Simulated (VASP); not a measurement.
# ScAl3 (Pm-3m) in VASP: further runs, part 2 of 2

VASP 6.6.1. Earlier steps stand in the parts before.

### 5 Relaxation of cell and atoms, PBE, target pressure 5 GPa, at which the enthalpy is minimised

Input file INCAR:

```
PREC = Accurate ; ENCUT = 600
EDIFF = 1E-7 ; ISMEAR = -1
SIGMA = 0.1 ; LREAL = F
LASPH = T ; NELM = 80
ALGO = Normal ; ISIF = 3
LWAVE = F ; LCHARG = F
GGA = PE ; IBRION = 2
NSW = 80 ; EDIFFG = -0.02
PSTRESS = 50.0
```

Input file KPOINTS:

```
Automatic mesh
0
Gamma
  7 7 7
```

Input file POSCAR:

```
ScAl3
1.0
    4.0878070000      0.0000000000      0.0000000000
    0.0000000000      4.0878070000      0.0000000000
    0.0000000000      0.0000000000      4.0878070000
Sc Al
1 3
Direct
    0.0000000000      0.0000000000      0.0000000000
    0.5000000000      0.0000000000      0.5000000000
    0.0000000000      0.5000000000      0.5000000000
    0.5000000000      0.5000000000      0.0000000000
```

Potentials or basis: VASP PAW PBE potentials, release 64 (Sc_sv, Al).

The run is started by

```sh
> cat potpaw_PBE.64/Sc_sv/POTCAR potpaw_PBE.64/Al/POTCAR > POTCAR
> mpirun -np 1 vasp_std > vasp.out
```

OUTCAR:

```text
PREC = Accurate
   ENCUT = 600
   EDIFF = 1E-7
   ISMEAR = -1
   LREAL = F
   LASPH = T
   NELM = 80
   ISIF = 3
   GGA = PE
   IBRION = 2
   NSW = 80
   EDIFFG = -0.02
   PSTRESS = 50.0

 ion  position               nearest neighbor table
   1  0.000  0.000  0.000-   2 2.89   3 2.89   4 2.89   2 2.89   3 2.89   3 2.89   4 2.89   3 2.89
                             2 2.89   4 2.89   2 2.89   4 2.89
   2  0.500  0.000  0.500-   1 2.89   3 2.89   4 2.89   1 2.89   4 2.89   3 2.89   4 2.89   4 2.89
                             1 2.89   3 2.89   1 2.89   3 2.89
   3  0.000  0.500  0.500-   1 2.89   2 2.89   4 2.89   1 2.89   4 2.89   1 2.89   2 2.89   1 2.89
                             2 2.89   4 2.89   4 2.89   2 2.89
   4  0.500  0.500  0.000-   1 2.89   2 2.89   3 2.89   2 2.89   3 2.89   1 2.89   2 2.89   2 2.89
                             1 2.89   3 2.89   3 2.89   1 2.89

  LATTYP: Found a simple cubic cell.
 ALAT       =     4.0878070000

  Lattice vectors:

 A1 = (   4.0878070000,   0.0000000000,   0.0000000000)
 A2 = (   0.0000000000,   4.0878070000,   0.0000000000)
 A3 = (   0.0000000000,   0.0000000000,   4.0878070000)

Analysis of symmetry for initial positions (statically):
=====================================================================
 Subroutine PRICEL returns:
[... 164 lines left out ...]

 Free energy of the ion-electron system (eV)
  ---------------------------------------------------
  ext. energy  EPLUGINS =         0.00000000
  ---------------------------------------------------
  free energy    TOTEN  =       -19.31995592 eV

  energy without entropy =      -19.27656667  energy(sigma->0) =      -19.29826130

------------------------ aborting loop because EDIFF is reached ----------------------------------------

  FORCE on cell =-STRESS in cart. coord.  units (eV):
  Direction    XX          YY          ZZ          XY          YZ          ZX
  --------------------------------------------------------------------------------------
  -------------------------------------------------------------------------------------
  Total        0.5223904      0.5223904      0.5223904     -0.0000000      0.0000000      0.0000000
  in kB       12.2527802     12.2527802     12.2527802     -0.0000000      0.0000000      0.0000000
  external PRESSURE =     -37.7472198 kB  Pullay stress =      50.0000000 kB
[... 67 lines left out ...]
--------------------------------------- Ionic step        3  -------------------------------------------

 number of electron      20.0000003 magnetization

 Free energy of the ion-electron system (eV)
  ---------------------------------------------------
  ext. energy  EPLUGINS =         0.00000000
  ---------------------------------------------------
  free energy    TOTEN  =       -19.27132817 eV

  energy without entropy =      -19.23045745  energy(sigma->0) =      -19.25089281

 E-fermi :   7.5630     XC(G=0): -10.5654

 val. band max:        7.5327988867   @ k =   0.2857   0.0000   0.0000
 cond. band min:       7.6175187219   @ k =   0.2857   0.2857   0.0000
 fundamental gap:      0.0847198352
 Fermi energy:         7.5630037694

 k-point     1 :       0.0000    0.0000    0.0000
  band No.  band energies     occupation
      1     -41.2338      2.00000
      2     -19.9522      2.00000
      3     -19.9522      2.00000
      4     -19.9522      2.00000
      5      -2.6079      2.00000
      6       4.9499      2.00000
      7       4.9499      2.00000
      8       5.7906      2.00000
      9       5.7906      2.00000
     10       5.7906      2.00000
     11       8.8853      0.00000
     12       8.9391      0.00000
     13       8.9391      0.00000
     14       8.9391      0.00000
[... 356 lines left out ...]
  energy  without entropy=      -19.2304574477  energy(sigma->0) =      -19.25089281

  enthalpy is  TOTEN    =       -17.2193360869 eV   P V=        2.0519920855

 reached required accuracy - stopping structural energy minimisation
```

CONTCAR:

```text
ScAl3
   1.00000000000000
     4.0361945019623473   -0.0000000000000000    0.0000000000000000
    -0.0000000000000000    4.0361945019623473   -0.0000000000000000
     0.0000000000000000    0.0000000000000000    4.0361945019623473
  Sc              Al
     1     3
Direct
     0.0000000000000000    0.0000000000000000    0.0000000000000000
     0.5000000000000000    0.0000000000000000    0.5000000000000000
     0.0000000000000000    0.5000000000000000    0.5000000000000000
     0.5000000000000000    0.5000000000000000    0.0000000000000000

  0.00000000E+00  0.00000000E+00  0.00000000E+00
  0.00000000E+00  0.00000000E+00  0.00000000E+00
  0.00000000E+00  0.00000000E+00  0.00000000E+00
  0.00000000E+00  0.00000000E+00  0.00000000E+00
```

Run time: 1.8 min. Hardware: 1 thread of Intel Xeon 8259CL, shared host; peak memory 0.22 GiB.

What came out:

```yaml
Free_energy: -19.2713 eV
Relaxed_volume: 16.44 Å³/atom
Relaxed_cell: a = 4.036 Å, b = 4.036 Å, c = 4.036 Å, α = 90.00°, β = 90.00°, γ = 90.00°
Space_group_after_relaxing_to_0.1_Å: Pm-3m (No. 221)
Energy_change_on_relaxing_the_run_minimises_the_enthalpy: +12.2 meV/atom
Ionic_steps: 3
Pressure_after_relaxing: 5.0 GPa
Band_gap_on_the_k_mesh: zero (bands 10 and 11 overlap by 3.73 eV)
```

Step by step:
| step | energy change (eV) | largest force (eV/Å) | pressure (GPa) | volume (Å³) |
| --- | --- | --- | --- | --- |
| 1 | 0.0000 | 0.0000 | 1.23 | 68.31 |
| 2 | 0.1001 | 0.0000 | 7.30 | 64.41 |
| 3 | 0.0486 | 0.0000 | 5.00 | 65.75 |

Final structure:
```yaml
crystal:
  lattice:
    - [4.03619, 0.00000, 0.00000]
    - [0.00000, 4.03619, 0.00000]
    - [0.00000, 0.00000, 4.03619]
  atoms:
    - { symbol: Sc, position: [0.00000, 0.00000, 0.00000] }
    - { symbol: Al, position: [0.50000, 0.00000, 0.50000] }
    - { symbol: Al, position: [0.00000, 0.50000, 0.50000] }
    - { symbol: Al, position: [0.50000, 0.50000, 0.00000] }
```

Levels at points of the mesh, in eV from the Fermi level:
| k point | band 7 | band 8 | band 9 | band 10 | band 11 | band 12 | band 13 | band 14 |
| --- | --- | --- | --- | --- | --- | --- | --- | --- |
| (0.00, 0.00, 0.00) | -2.61 | -1.77 | -1.77 | -1.77 | 1.32 | 1.38 | 1.38 | 1.38 |

Caveat: the cell is relaxed towards a set pressure, so the run minimises the enthalpy, not the energy.

### 6 Relaxation of cell and atoms, PBE, target pressure 10 GPa, at which the enthalpy is minimised

Input file INCAR:

```
PREC     = Accurate       # precision mode
ENCUT    = 600            # plane-wave cutoff, eV
EDIFF    = 1E-7           # SCF threshold, eV
ISMEAR   = -1             # smearing method
SIGMA    = 0.1            # smearing width, eV
LREAL    = False          # projectors in reciprocal space
LASPH    = True           # aspherical terms in the spheres
NELM     = 60             # most SCF steps
ALGO     = Normal         # electronic algorithm
ISIF     = 3              # what is computed and relaxed
LWAVE    = False          # write WAVECAR
LCHARG   = False          # write CHGCAR
GGA      = PE             # functional
IBRION   = 2              # ionic algorithm
NSW      = 80             # ionic steps
EDIFFG   = -0.02          # ionic threshold
PSTRESS  = 100.0
```

Input file KPOINTS:

```
regular mesh
0
Gamma
  7 7 7
```

POSCAR is that of step 5.

Potentials or basis: VASP PAW PBE potentials, release 64 (Sc_sv, Al).

The run is started by

```sh
> cat potpaw_PBE.64/Sc_sv/POTCAR potpaw_PBE.64/Al/POTCAR > POTCAR
> mpirun -np 1 vasp_std > vasp.out
```

Run time: 1.8 min. Hardware: 1 thread of Intel Xeon 8259CL, shared host; peak memory 0.22 GiB.

It converged, with:

- Free energy: -19.1446 eV
- Relaxed volume: 15.75 Å³/atom
- Relaxed cell: a = 3.979 Å, b = 3.979 Å, c = 3.979 Å, α = 90.00°, β = 90.00°, γ = 90.00°
- Space group after relaxing (to 0.1 Å): Pm-3m (No. 221)
- Energy change on relaxing (the run minimises the enthalpy): +43.8 meV/atom
- Ionic steps: 3
- Pressure after relaxing: 10.0 GPa
- Band gap on the k mesh: zero (bands 10 and 11 overlap by 3.79 eV)

Step by step:
```tsv
step	energy change (eV)	largest force (eV/Å)	pressure (GPa)	volume (Å³)
1	0.0000	0.0000	1.23	68.31
2	0.4796	0.0000	18.01	59.47
3	0.1753	0.0000	9.96	63.01
```

Final structure:
```
Sc Al
1.0
     3.97920    0.00000    0.00000
     0.00000    3.97920    0.00000
     0.00000    0.00000    3.97920
Sc Al
1 3
Direct
  0.00000 0.00000 0.00000
  0.50000 0.00000 0.50000
  0.00000 0.50000 0.50000
  0.50000 0.50000 0.00000
```

Levels at points of the mesh, in eV from the Fermi level:
```
           k point  band 6  band 7  band 8  band 9  band 10  band 11  band 12  band 13  band 14
(0.00, 0.00, 0.00)   -2.66   -2.66   -1.78   -1.78    -1.78     1.32     1.40     1.40     1.40
```

Caveat: the cell is relaxed towards a set pressure, so the run minimises the enthalpy, not the energy.

### 7 The runs side by side

```tsv
cell	gap on the mesh (eV)	pressure (GPa)
relaxed to -2 GPa	none	-2.0
relaxed	none	0.0
relaxed to 2 GPa	none	2.0
relaxed to 5 GPa	none	5.0
relaxed to 10 GPa	none	10.0
```

Alike in all rows: task relaxation of cell and atoms; level PBE; potentials or basis VASP PAW PBE potentials, release 64 (Sc_sv, Al); no spin polarisation; k mesh 7 × 7 × 7; cutoff (eV) 600; smearing fermi-dirac 0.1 eV.

Caveats: the cell is relaxed towards a set pressure, so the run minimises the enthalpy, not the energy (at least some runs).

Absolute energies hang on the potentials; compare differences alone.
